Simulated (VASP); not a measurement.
# GeSe3 (P6_3/mmc) in VASP: further runs

Runs on GeSe3. Level: PBE. Tasks: relaxation of cell and atoms.

Everything below comes from runs of VASP 6.6.1. Logs are shortened: lines on timing, memory, paths and dates and some standing lists are left out, and cuts for length are marked.

### Step 1. The cell of the first run

The structure is hexagonal, space group P6_3/mmc (No. 194). Conventional cell: a = 6.546 Å, b = 6.546 Å, c = 5.254 Å, α = 90.00°, β = 90.00°, γ = 120.00°. Within 4.3 Å of Ge (site symmetry -6m2) lie 12 Se at 3.23 to 3.27 Å. Se (site symmetry mm2) has 4 Ge at 3.23 to 3.27 Å and 8 Se at 3.24 to 3.28 Å within 4.3 Å.

### Step 2. Relaxation of cell and atoms, PBE

INCAR

```
SYSTEM = GeSe3
PREC = Accurate
ENCUT = 600
EDIFF = 1E-6
ISMEAR = 0
SIGMA = 0.1
LREAL = .False.
LASPH = .True.
NELM = 60
ALGO = Fast
ISIF = 3
LWAVE = .False.
LCHARG = .False.
GGA = PE
IBRION = 2
NSW = 90
EDIFFG = -0.04
```

KPOINTS

```
Automatic mesh
0
Gamma
  3 3 4
  0 0 0
```

POSCAR

```
GeSe3
1.0
    6.5461496926      0.0000000000      0.0000000000
   -3.2730748463      5.6691319307      0.0000000000
    0.0000000000      0.0000000000      5.2542951489
Ge Se
2 6
Direct
    0.3333333333      0.6666666667      0.2500000000
    0.6666666667      0.3333333333      0.7500000000
    0.8330000000      0.6660000000      0.2500000000
    0.1670000000      0.8330000000      0.7500000000
    0.3340000000      0.1670000000      0.2500000000
    0.1670000000      0.3340000000      0.7500000000
    0.8330000000      0.1670000000      0.2500000000
    0.6660000000      0.8330000000      0.7500000000
```

Potentials or basis: VASP PAW PBE potentials, release 64 (Ge_d, Se).

Run with:

```sh
> cat potpaw_PBE.64/Ge_d/POTCAR potpaw_PBE.64/Se/POTCAR > POTCAR
> mpirun -np 1 vasp_std > vasp.out
```

OUTCAR:

```text
SYSTEM = GeSe3
   PREC = Accurate
   ENCUT = 600
   EDIFF = 1E-6
   ISMEAR = 0
   LREAL = .False.
   LASPH = .True.
   NELM = 60
   ISIF = 3
   GGA = PE
   IBRION = 2
   NSW = 90
   EDIFFG = -0.04

 ion  position               nearest neighbor table
   1  0.333  0.667  0.250-
   2  0.667  0.333  0.750-
   3  0.833  0.666  0.250-
   4  0.167  0.833  0.750-
   5  0.334  0.167  0.250-
   6  0.167  0.334  0.750-
   7  0.833  0.167  0.250-
   8  0.666  0.833  0.750-

  LATTYP: Found a hexagonal cell.
 ALAT       =     6.5461496926
 C/A-ratio  =     0.8026542923

  Lattice vectors:

 A1 = (   6.5461496926,   0.0000000000,   0.0000000000)
 A2 = (  -3.2730748463,   5.6691319307,   0.0000000000)
 A3 = (   0.0000000000,   0.0000000000,   5.2542951489)

Analysis of symmetry for initial positions (statically):
=====================================================================
 Subroutine PRICEL returns:
 Original cell was already a primitive cell.

 Routine SETGRP: Setting up the symmetry group for a
 hexagonal supercell.

 Subroutine GETGRP returns: Found 24 space group operations
 (whereof 12 operations were pure point group operations)
 out of a pool of 24 trial point group operations.

The static configuration has the point symmetry D_3d.
 The point group associated with its full space group is D_6h.

Analysis of symmetry for dynamics (positions and initial velocities):
=====================================================================
 Subroutine PRICEL returns:
 Original cell was already a primitive cell.

 Routine SETGRP: Setting up the symmetry group for a
 hexagonal supercell.

 Subroutine GETGRP returns: Found 24 space group operations
 (whereof 12 operations were pure point group operations)
 out of a pool of 24 trial point group operations.

The dynamic configuration has the point symmetry D_3d.
 The point group associated with its full space group is D_6h.

 Subroutine INISYM returns: Found 24 space group operations
 (whereof 12 operations are pure point group operations),
 and found     1 'primitive' translations

----------------------------------------------------------------------------------------

                                     Primitive cell

  volume of cell :     194.9921

  direct lattice vectors                    reciprocal lattice vectors
     6.546149693  0.000000000  0.000000000     0.152761554  0.088196924  0.000000000
    -3.273074846  5.669131931  0.000000000     0.000000000  0.176393849  0.000000000
     0.000000000  0.000000000  5.254295149     0.000000000  0.000000000  0.190320485

  length of vectors
     6.546149693  6.546149693  5.254295149     0.176393849  0.176393849  0.190320485

  position of ions in fractional coordinates (direct lattice)
     0.333333333  0.666666667  0.250000000
     0.666666667  0.333333333  0.750000000
     0.833000000  0.666000000  0.250000000
     0.167000000  0.833000000  0.750000000
     0.334000000  0.167000000  0.250000000
     0.167000000  0.334000000  0.750000000
     0.833000000  0.167000000  0.250000000
     0.666000000  0.833000000  0.750000000

  ion indices of the primitive-cell ions
   primitive index   ion index
                 1           1
                 2           2
                 3           3
                 4           4
                 5           5
                 6           6
                 7           7
                 8           8

----------------------------------------------------------------------------------------

 KPOINTS: Automatic mesh

Automatic generation of k-mesh.
 Grid dimensions read from file:
 generate k-points for:    3    3    4

 Generating k-lattice:

  Cartesian coordinates                     Fractional coordinates (reciprocal lattice)
     0.050920518  0.029398975  0.000000000     0.333333333  0.000000000  0.000000000
     0.000000000  0.058797950  0.000000000     0.000000000  0.333333333  0.000000000
     0.000000000  0.000000000  0.047580121     0.000000000  0.000000000  0.250000000

  Length of vectors
     0.058797950  0.058797950  0.047580121

  Shift w.r.t. Gamma in fractional coordinates (k-lattice)
     0.000000000  0.000000000  0.000000000

 Subroutine IBZKPT returns following result:
 ===========================================

 Found      9 irreducible k-points:

 Following reciprocal coordinates:
            Coordinates               Weight
  0.000000  0.000000  0.000000      1.000000
  0.333333 -0.000000  0.000000      6.000000
  0.333333  0.333333  0.000000      2.000000
  0.000000  0.000000  0.250000      2.000000
  0.333333 -0.000000  0.250000     12.000000
  0.333333  0.333333  0.250000      4.000000
  0.000000  0.000000  0.500000      1.000000
  0.333333 -0.000000  0.500000      6.000000
  0.333333  0.333333  0.500000      2.000000
   k-points           NKPTS =      9   k-points in BZ     NKDIM =      9   number of bands    NBANDS=     38
   number of dos      NEDOS =    301   number of ions     NIONS =      8
   total plane-waves  NPLWV = 122472
   dimension x,y,z NGX =    54 NGY =   54 NGZ =   42
   dimension x,y,z NGXF=   108 NGYF=  108 NGZF=   84
   ions per type =               2   6
   NGX,Y,Z   is equivalent  to a cutoff of  13.71, 13.71, 13.29 a.u.
   NGXF,Y,Z  is equivalent  to a cutoff of  27.43, 27.43, 26.58 a.u.
 SYSTEM =  GeSe3
   PREC   = accura    normal or accurate (medium, high low for compatibility)
   ISTART =      0    job   : 0-new  1-cont  2-samecut
   ICHARG =      2    charge: 1-file 2-atom 10-const
   ISPIN  =      1    spin polarized calculation?
   LNONCOLLINEAR =      F non collinear calculations
   LSORBIT =      F    spin-orbit coupling
   LASPH  =      T    aspherical Exc in radial PAW
   ENCUT  =  600.0 eV  44.10 Ry    6.64 a.u.  13.07 13.07 10.49*2*pi/ulx,y,z
   NELM   =     60;   NELMIN=  2; NELMDL= -5     # of ELM steps
   EDIFF  = 0.1E-05   stopping-criterion for ELM
   LREAL  =      F    real-space projection
   EDIFFG = -.4E-01   stopping-criterion for IOM
   NSW    =     90    number of steps for IOM
   IBRION =      2    ionic relax: 0-MD 1-quasi-New 2-CG
   NFREE  =      1    steps in history (QN), initial steepest desc. (CG)
   ISIF   =      3    stress and relaxation
   ISYM   =      2    0-nonsym 1-usesym 2-fastsym
   POTIM  = 0.5000    time-step for ionic-motion
   TEBEG  =    0.0;   TEEND  =   0.0 temperature during run
   PSTRESS=    0.0 pullay stress
   NELECT =      64.0000    total number of electrons
   NUPDOWN=      -1.0000    fix difference up-down
   EMIN   =  10.00;   EMAX   =-10.00  energy-range for DOS
   EFERMI =   0.00;   METHOD = LEGACY
   ISMEAR =     0;   SIGMA  =   0.10  broadening in eV -4-tet -1-fermi 0-gaus
   EFERMI_NEDOS =   21; number of points for ismear=-14 and -15
   IALGO  =     68    algorithm
   IMIX   =      4    mixing-type and parameters
     AMIX     =   0.40;   BMIX     =  1.00
     AMIX_MAG =   1.60;   BMIX_MAG =  1.00
  volume/ion in A,a.u.               =      24.37       164.48
  Fermi-wavevector in a.u.,A,eV,Ry     =   1.129265  2.134001 17.350683  1.275239
  Thomas-Fermi vector in A             =   2.265958
   LORBIT       =      0    0 simple, 1 ext, 2 COOP (PROOUT), +10 PAW based schemes
   GGA     = PE    functional components
   LHFCALC =     F    Hartree Fock is set to
   AEXX    =    0.0000 exact exchange contribution
   IVDW    =     0    specifies the selected vdW correction
   LEPSILON=     F    determine dielectric tensor
   LRPA    =     F    only Hartree local field effects (RPA)
 conjugate gradient relaxation of ions
 non-spin polarized calculation
 RMM-DIIS sequential band-by-band and
 Gauss-broadening in eV      SIGMA  =   0.10
  energy-cutoff  :      600.00
  volume of cell :      194.99
 maximum number of plane-waves:      6532
 NGX is ok and might be reduce to    54
   NGX = 27   NGY = 27   NGZ = 21

--------------------------------------- Ionic step        1  -------------------------------------------

 number of electron      63.9999970 magnetization

 Free energy of the ion-electron system (eV)
  ---------------------------------------------------
  ext. energy  EPLUGINS =         0.00000000
  ---------------------------------------------------
  free energy    TOTEN  =       -25.78663566 eV

  energy without entropy =      -25.72882520  energy(sigma->0) =      -25.75773043

 E-fermi :   3.7530     XC(G=0):  -9.8296

 val. band max:        3.7445166875   @ k =   0.3333  -0.0000   0.0000
 cond. band min:       3.7579430573   @ k =   0.3333  -0.0000   0.5000
 fundamental gap:      0.0134263698
 Fermi energy:         3.7529772370

 k-point     1 :       0.0000    0.0000    0.0000
  band No.  band energies     occupation
      1     -21.5123      2.00000
      2     -21.5123      2.00000
      3     -21.5122      2.00000
      4     -21.5122      2.00000
      5     -21.5012      2.00000
      6     -21.5012      2.00000
[... 674 lines left out ...]
 POSITION                                       TOTAL-FORCE (eV/Angst)
 -----------------------------------------------------------------------------------
     -0.00000      3.51158      1.33802         0.000000     -0.000000     -0.000000
      3.04112      1.75579      4.01406         0.000000     -0.000000     -0.000000
      3.04112      3.38703      1.33802         0.000000      0.020869     -0.000000
     -1.41270      4.32720      4.01406        -0.018073      0.010435     -0.000000
      1.62842      0.94017      1.33802        -0.018073     -0.010435     -0.000000
     -0.00000      1.88033      4.01406         0.000000     -0.020869     -0.000000
      4.45382      0.94017      1.33802         0.018073     -0.010435      0.000000
      1.41270      4.32720      4.01406         0.018073      0.010435      0.000000
 -----------------------------------------------------------------------------------
    total drift:                               -0.000000      0.000000     -0.000000

  FREE ENERGIE OF THE ION-ELECTRON SYSTEM (eV)
  ---------------------------------------------------
  free  energy   TOTEN  =       -26.9227166918 eV

  energy  without entropy=      -26.9042136734  energy(sigma->0) =      -26.91346518

--------------------------------------- Ionic step        9  -------------------------------------------

 number of electron      63.9999983 magnetization

 Free energy of the ion-electron system (eV)
  ---------------------------------------------------
  ext. energy  EPLUGINS =         0.00000000
  ---------------------------------------------------
  free energy    TOTEN  =       -26.93422735 eV

  energy without entropy =      -26.91794240  energy(sigma->0) =      -26.92608488

 E-fermi :   5.2828     XC(G=0): -10.4822

 val. band max:        5.2067679080   @ k =   0.0000   0.0000   0.2500
 cond. band min:       5.3377351938   @ k =   0.3333   0.3333   0.2500
 fundamental gap:      0.1309672859
 Fermi energy:         5.2827764236

 k-point     1 :       0.0000    0.0000    0.0000
  band No.  band energies     occupation
      1     -19.8477      2.00000
      2     -19.8452      2.00000
      3     -19.8385      2.00000
      4     -19.8385      2.00000
      5     -19.8369      2.00000
      6     -19.8369      2.00000
[... 380 lines left out ...]
 POSITION                                       TOTAL-FORCE (eV/Angst)
 -----------------------------------------------------------------------------------
     -0.00000      3.49883      1.32211         0.000000     -0.000000     -0.000000
      3.03008      1.74941      3.96633         0.000000      0.000000     -0.000000
      3.03008      3.38039      1.32211         0.000000      0.024707      0.000000
     -1.41246      4.31432      3.96633        -0.021397      0.012353     -0.000000
      1.61761      0.93393      1.32211        -0.021397     -0.012353     -0.000000
     -0.00000      1.86786      3.96633        -0.000000     -0.024707     -0.000000
      4.44254      0.93393      1.32211         0.021397     -0.012353      0.000000
      1.41246      4.31432      3.96633         0.021397      0.012353      0.000000
 -----------------------------------------------------------------------------------
    total drift:                               -0.000000      0.000000     -0.000000

  FREE ENERGIE OF THE ION-ELECTRON SYSTEM (eV)
  ---------------------------------------------------
  free  energy   TOTEN  =       -26.9342273502 eV

  energy  without entropy=      -26.9179424043  energy(sigma->0) =      -26.92608488

 reached required accuracy - stopping structural energy minimisation
```

Wall time 21 min (1 thread of Oxide Virtual Turin-like, shared host); peak memory 0.36 GiB.

Results:

| Item | Value |
| --- | --- |
| Free energy | -26.9342 eV |
| Relaxed volume | 21.02 Å³/atom |
| Relaxed cell | a = 6.060 Å, b = 6.060 Å, c = 5.288 Å, α = 90.00°, β = 90.00°, γ = 120.00° |
| Space group after relaxing (to 0.1 Å) | P6_3/mmc (No. 194) |
| Energy gained by relaxing | 143.4 meV/atom |
| Ionic steps | 9 |
| Pressure after relaxing | 0.0 GPa |
| Largest force after relaxing | 0.025 eV/Å |
| Band gap on the k mesh | zero (bands 32 and 33 overlap by 2.21 eV) |

Forces on the atoms (eV/Å):
```
Ge   0.000  0.000  0.000
Ge   0.000  0.000  0.000
Se   0.000  0.025  0.000
Se  -0.021  0.012  0.000
Se  -0.021 -0.012  0.000
Se   0.000 -0.025  0.000
Se   0.021 -0.012  0.000
Se   0.021  0.012  0.000
```

Stress tensor (GPa, compression positive):
```
-0.03  0.00  0.00
 0.00 -0.03  0.00
 0.00  0.00  0.06
```

The path:
```csv
step,energy change (eV),largest force (eV/Å),pressure (GPa),volume (Å³)
1,0.0000,0.5212,-7.38,194.99
2,-0.8983,0.4761,0.03,164.97
3,-0.9001,0.4678,0.46,163.81
4,-0.9906,0.2887,0.67,163.60
5,-1.0870,0.1353,1.39,163.21
6,-0.9747,0.5912,3.93,162.18
7,-1.1132,0.0204,1.90,162.95
8,-1.1361,0.0209,-1.00,171.47
9,-1.1476,0.0247,0.00,168.20
```

Final structure:
```
Ge Se
1.0
     6.06015    0.00000    0.00000
    -3.03008    5.24824    0.00000
     0.00000    0.00000    5.28844
Ge Se
2 6
Direct
  0.33333 0.66667 0.25000
  0.66667 0.33333 0.75000
  0.82205 0.64410 0.25000
  0.17795 0.82205 0.75000
  0.35590 0.17795 0.25000
  0.17795 0.35590 0.75000
  0.82205 0.17795 0.25000
  0.64410 0.82205 0.75000
```

Caveat: the k points lie up to 0.40 Å⁻¹ apart in the final cell, too coarse for converged energies and pressures of a metal.

### Step 3. Relaxation of cell and atoms, PBE

This run uses another cell than the first one, of 21.03 Å³/atom.

INCAR

```
PREC     = Accurate       # precision mode
ENCUT    = 600            # plane-wave cutoff, eV
EDIFF    = 1E-6           # SCF threshold, eV
ISMEAR   = 0              # smearing method
SIGMA    = 0.1            # smearing width, eV
LREAL    = F              # projectors in reciprocal space
LASPH    = T              # aspherical terms in the spheres
NELM     = 100            # most SCF steps
ALGO     = Fast           # electronic algorithm
ISIF     = 3              # what is computed and relaxed
LWAVE    = F              # write WAVECAR
LCHARG   = F              # write CHGCAR
GGA      = PE             # functional
IBRION   = 2              # ionic algorithm
NSW      = 100            # ionic steps
EDIFFG   = -0.01          # ionic threshold
```

KPOINTS

```
regular mesh
0
Gamma
  6 6 8
```

POSCAR

```
GeSe3
1.0
    6.0523683192      0.0000000000      0.0000000000
   -3.0261841596      5.2415047175      0.0000000000
    0.0000000000      0.0000000000      5.3021781522
Ge Se
2 6
Direct
    0.3333333333      0.6666666667      0.2500000000
    0.6666666667      0.3333333333      0.7500000000
    0.8227190490      0.6454380981      0.2500000000
    0.1772809510      0.8227190490      0.7500000000
    0.3545619019      0.1772809510      0.2500000000
    0.1772809510      0.3545619019      0.7500000000
    0.8227190490      0.1772809510      0.2500000000
    0.6454380981      0.8227190490      0.7500000000
```

Potentials or basis: VASP PAW PBE potentials, release 64 (Ge_d, Se).

Run with:

```sh
> cat potpaw_PBE.64/Ge_d/POTCAR potpaw_PBE.64/Se/POTCAR > POTCAR
> mpirun -np 1 vasp_std > vasp.out
```

It took 47 min on 1 thread of Oxide Virtual Turin-like, shared host; peak memory 0.42 GiB.

It converged, with:

* Free energy: -26.6866 eV
* Relaxed volume: 21.41 Å³/atom
* Relaxed cell: a = 6.040 Å, b = 6.040 Å, c = 5.421 Å, α = 90.00°, β = 90.00°, γ = 120.00°
* Space group after relaxing (to 0.1 Å): P6_3/mmc (No. 194)
* Energy gained by relaxing: 1.7 meV/atom
* Ionic steps: 11
* Pressure after relaxing: 0.0 GPa
* Band gap on the k mesh: zero (bands 32 and 33 overlap by 2.15 eV)

Forces on the atoms (eV/Å):
```
Ge   0.000  0.000  0.000
Ge   0.000  0.000  0.000
Se   0.000  0.002  0.000
Se  -0.002  0.001  0.000
Se  -0.002 -0.001  0.000
Se   0.000 -0.002  0.000
Se   0.002 -0.001  0.000
Se   0.002  0.001  0.000
```

Step by step:
| step | energy change (eV) | largest force (eV/Å) | pressure (GPa) | volume (Å³) |
| --- | --- | --- | --- | --- |
| 1 | 0.0000 | 0.0541 | 0.77 | 168.20 |
| 2 | -0.0086 | 0.0609 | -0.10 | 170.69 |
| 3 | -0.0087 | 0.0618 | -0.17 | 170.98 |
| 4 | -0.0118 | 0.0203 | -0.03 | 170.97 |
| 5 | -0.0127 | 0.0168 | 0.08 | 170.96 |
| 6 | -0.0129 | 0.0147 | -0.05 | 171.29 |
| 7 | -0.0129 | 0.0144 | -0.07 | 171.33 |
| 8 | -0.0131 | 0.0145 | -0.03 | 171.29 |
| 9 | -0.0132 | 0.0150 | 0.01 | 171.22 |
| 10 | -0.0132 | 0.0151 | 0.02 | 171.21 |
| 11 | -0.0133 | 0.0021 | -0.03 | 171.29 |

Final structure:
```cif
data_structure
_symmetry_space_group_name_H-M 'P 1'
_symmetry_Int_Tables_number 1
_cell_length_a 6.0400
_cell_length_b 6.0400
_cell_length_c 5.4215
_cell_angle_alpha 90.000
_cell_angle_beta 90.000
_cell_angle_gamma 120.000
_cell_volume 171.29
loop_
_atom_site_label
_atom_site_type_symbol
_atom_site_fract_x
_atom_site_fract_y
_atom_site_fract_z
_atom_site_occupancy
Ge1 Ge 0.33333 0.66667 0.25000 1
Ge2 Ge 0.66667 0.33333 0.75000 1
Se1 Se 0.82240 0.64479 0.25000 1
Se2 Se 0.17760 0.82240 0.75000 1
Se3 Se 0.35521 0.17760 0.25000 1
Se4 Se 0.17760 0.35521 0.75000 1
Se5 Se 0.82240 0.17760 0.25000 1
Se6 Se 0.64479 0.82240 0.75000 1
```

Levels at points of the mesh, in eV from the Fermi level:
| k point | band 28 | band 29 | band 30 | band 31 | band 32 | band 33 | band 34 | band 35 | band 36 | band 37 |
| --- | --- | --- | --- | --- | --- | --- | --- | --- | --- | --- |
| (0.00, 0.00, 0.00) | -2.20 | -0.96 | -0.96 | -0.16 | 0.81 | 0.81 | 1.57 | 1.58 | 1.95 | 1.95 |
| (0.50, 0.00, 0.00) | -2.10 | -1.69 | -1.44 | -0.99 | -0.27 | -0.09 | 0.69 | 0.90 | 0.99 | 1.25 |
| (0.00, 0.00, 0.50) | -0.34 | -0.34 | -0.34 | 0.59 | 0.59 | 1.46 | 1.46 | 1.46 | 1.46 | 2.00 |
| (0.50, 0.00, 0.50) | -1.87 | -1.78 | -1.78 | -0.78 | -0.78 | 0.37 | 0.37 | 0.90 | 0.90 | 1.53 |

The gap in the log of VASP goes by the Fermi energy; the results here count the filled bands.